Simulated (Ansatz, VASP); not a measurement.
**C in VASP and in Ansatz**

INCAR

```
AGGAC = 1.0 ; AGGAX = 1.0
ALDAC = 0.0 ; ALDAX = 1.0
ALGO = Normal ; EDIFF = 1E-7
EDIFFG = -0.03 ; ENCUT = 1300
GGA = B5 ; GGA_COMPAT = F
IBRION = 2 ; ISIF = 3
ISMEAR = -1 ; IVDW = 12
LASPH = T ; LCHARG = F
LREAL = F ; LWAVE = F
NELM = 120 ; NELMIN = 4
NSW = 80 ; PREC = Accurate
SIGMA = 0.1 ; VDW_A1 = 0.4298
VDW_A2 = 4.2359 ; VDW_S6 = 1.0
VDW_S8 = 2.6996
```

Contents of KPOINTS:

```
k-points
0
Gamma
  13 13 4
```

The input POSCAR:

```
C
1.0
    2.4561701600      0.0000000000      0.0000000000
   -1.2280850800      2.1271057600      0.0000000000
    0.0000000000      0.0000000000      8.5238033600
C
2
Direct
    0.3333333333      0.6666666667      0.0000000000
    0.6666666667      0.3333333333      0.0000000000
```

Input for Ansatz:

```yaml
crystal:
  lattice:
    - [2.45617016, 0.0, 0.0]
    - [-1.22808508, 2.12710576, 0.0]
    - [0.0, 0.0, 8.52380336]
  atoms:
    - { symbol: C, position: [0.3333333333333333, 0.6666666666666666, 0.0] }
    - { symbol: C, position: [0.6666666666666666, 0.3333333333333333, 0.0] }
basis:
  ecutwfc: 489.804952427784
kpoints:
  mp_grid:
    grid: [13, 13, 4]
hamiltonian:
  xc: blyp
  dispersion: d3bj
scf:
  occupations:
    method: fermi_dirac
    width: 0.1
relax:
  f_tol: 0.03
  cell: {}
```

Alike in both runs: task relaxation of cell and atoms; functional BLYP; dispersion D3(BJ); k mesh 13 × 13 × 4; occupations fermi-dirac, width 0.1 eV; no spin polarisation.

```csv
,VASP,Ansatz
version,VASP 6.6.1,Ansatz 0.2.0
potentials or method,"VASP PAW PBE potentials, release 64 (C_h), cutoff 1300 eV","plane waves, PAW"
valence electrons in the cell,8,8
```

Ansatz gave:

- relaxed volume (Å³/atom): 9.10
- relaxed length of the cell vector where the two differ most in proportion (Å): 3.448

What did VASP give for the same quantities?

Relaxed volume (Å³/atom): 22.56; relaxed length of the cell vector where the two differ most in proportion (Å): 8.522.

VASP's potentials were made for PBE, not for BLYP. One of these differences is far larger than is usual between the two programs; its cause wasn't traced.
